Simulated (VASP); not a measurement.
Write the native input for VASP 6.6.1 that does the following.

* Task: single point
* Functional: PBE
* Potentials or basis: VASP PAW PBE potentials, release 64 (Mn_pv, Si)
* Cutoff: 520 eV
* k mesh: 8 × 8 × 8
* Occupations: gaussian, width 0.1 eV
* Spin: collinear spin, ferromagnetic start
* Starting moments: [1.09, 1.09, 1.09, 1.09, 0.0, 0.0, 0.0, 0.0] μB
* Dipole correction: no
* Further INCAR settings: ALGO = Normal; EDIFF = 1e-06; NBANDS = 48

The structure of MnSi lies in POSCAR:

```
MnSi
1.0
    4.5177423063      0.0000000000      0.0000000000
    0.0000000000      4.5177423063      0.0000000000
    0.0000000000      0.0000000000      4.5177423063
Mn Si
4 4
Direct
    0.1364060419      0.1364060419      0.1364060419
    0.8635939581      0.6364060419      0.3635939581
    0.3635939581      0.8635939581      0.6364060419
    0.6364060419      0.3635939581      0.8635939581
    0.8451840549      0.8451840549      0.8451840549
    0.1548159451      0.3451840549      0.6548159451
    0.6548159451      0.1548159451      0.3451840549
    0.3451840549      0.6548159451      0.1548159451
```

One way to write it, as run:

INCAR

```
PREC = Accurate
ENCUT = 520
EDIFF = 1E-6
ISMEAR = 0
SIGMA = 0.1
LREAL = F
LASPH = T
NELM = 150
ALGO = Normal
ISIF = 2
LWAVE = F
LCHARG = F
ISPIN = 2
MAGMOM = 1.09 1.09 1.09 1.09 0 0 0 0
LORBIT = 11
LMAXMIX = 4
GGA = PE
NBANDS = 48
```

KPOINTS

```
Automatic mesh
0
Gamma
  8 8 8
```

Potentials or basis: VASP PAW PBE potentials, release 64 (Mn_pv, Si).

Command:

```sh
$ cat potpaw_PBE.64/Mn_pv/POTCAR potpaw_PBE.64/Si/POTCAR > POTCAR
$ mpirun -np 1 vasp_std > vasp.out
```

It gave:

The pressure is 0.0 GPa and the largest force is 0.013 eV/Å. The net moment is 3.92 μB per cell. The site moments are Mn +1.04; Si -0.05 μB. The valence electrons inside the program's atomic spheres are Mn 12.01; Si 1.65.

Wall time 3.9 min on 1 thread of Intel(R) Xeon(R) Platinum 8559C (Emerald Rapids), on a shared host, peak memory 0.41 GiB.
